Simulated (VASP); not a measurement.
Here is a VASP 6.6.1 calculation.

The input INCAR:

```
SYSTEM = MgI2
ALGO = Normal
EDIFF = 1E-6
ENCUT = 520
GGA = CA
ISIF = 2
ISMEAR = 0
LASPH = .TRUE.
LCHARG = .FALSE.
LREAL = .FALSE.
LWAVE = .FALSE.
NBANDS = 15
NELM = 80
PREC = Accurate
SIGMA = 0.01
```

The input KPOINTS:

```
k-points
0
G
  6 6 2
  0 0 0
```

The input POSCAR:

```
MgI2
1.0
    4.1572130713      0.0000000000      0.0000000000
   -2.0786065356      3.6002521287      0.0000000000
    0.0000000000      0.0000000000      6.8733252316
Mg I
1 2
Direct
    0.0000000000      0.0000000000      0.0000000000
    0.3333333333      0.6666666667      0.2426220932
    0.6666666667      0.3333333333      0.7573779068
```

Potentials or basis: VASP PAW LDA potentials, release 64 (Mg, I).

The run is started by

```bash
$ cat potpaw_LDA.64/Mg/POTCAR potpaw_LDA.64/I/POTCAR > POTCAR
$ mpirun -np 1 vasp_std > vasp.out
```

Problem. Predict the band gap on the k mesh.

Solution. 3.36 eV, indirect (least direct gap 3.42 eV).

Problem. What does it give for the pressure?

Solution. -1.6 GPa.

Problem. Estimate the largest force.

Solution. 0.163 eV/Å.

Forces on the atoms (eV/Å):
```
Mg   0.000  0.000  0.000
I    0.000  0.000 -0.163
I    0.000  0.000  0.163
```

Caveat: the k points lie up to 0.46 Å⁻¹ apart; spin-orbit coupling is left out, which moves the levels of the heavy elements. A k mesh can miss the band edges.
